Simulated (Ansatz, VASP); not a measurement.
# V: VASP beside Ansatz

```
V
1.0
    -1.49030    1.49030    1.46761
     1.49030   -1.49030    1.46761
     1.49030    1.49030   -1.46761
V
1
Direct
  0.00000 0.00000 0.00000
```

Change from the starting cell: strain -0.015 along x and y, -0.030 along z, atoms carried along.

Alike in both runs: task single point; functional PBE; k mesh 22 × 22 × 22; occupations gaussian, width 0.15 eV; no spin polarisation.

|  | VASP | Ansatz |
| --- | --- | --- |
| version | VASP 6.6.1 | Ansatz 0.2.0 |
| potentials or method | VASP PAW PBE potentials, release 64 (V_sv), cutoff 520 eV | scalar-relativistic, plane waves, PAW |
| valence electrons in the cell | 13 | 13 |

|  | VASP | Ansatz | Ansatz less VASP |
| --- | --- | --- | --- |
| gap on the k mesh at the Fermi level (eV) | none | none | - |
| pressure (GPa) | 6.5 | 6.2 | -0.25 |
| traceless stress, the component that is largest in VASP (GPa) | 1.36 | 1.36 | +0.001 |

A gap of «none» marks a metal or a gap that the smearing closes.
